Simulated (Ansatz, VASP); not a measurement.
# Rb in VASP and in Ansatz

```
CELL_PARAMETERS angstrom
4.81676 0.00000 0.00000
-2.40838 4.17144 0.00000
0.00000 0.00000 7.80315
ATOMIC_POSITIONS crystal
Rb 0.33333 0.66667 0.25000
Rb 0.66667 0.33333 0.75000
```

Change from the starting cell: volume scaled by 0.9, LAPW.

Alike in both runs: task single point; functional PBEsol; k mesh 10 × 10 × 6; occupations fermi-dirac, width 0.05 eV; no spin polarisation.

|  | VASP | Ansatz |
| --- | --- | --- |
| version | VASP 6.6.1 | Ansatz 0.2.0 |
| potentials or method | VASP PAW PBE potentials, release 64 (Rb_sv), cutoff 520 eV | all-electron LAPW, scalar-relativistic |

|  | VASP | Ansatz | Ansatz less VASP |
| --- | --- | --- | --- |
| pressure (GPa) | 0.4 | 0.4 | 0.00 |

VASP's potentials were made for PBE, not for PBEsol. Ansatz ran all-electron here, and VASP with PAW potentials.
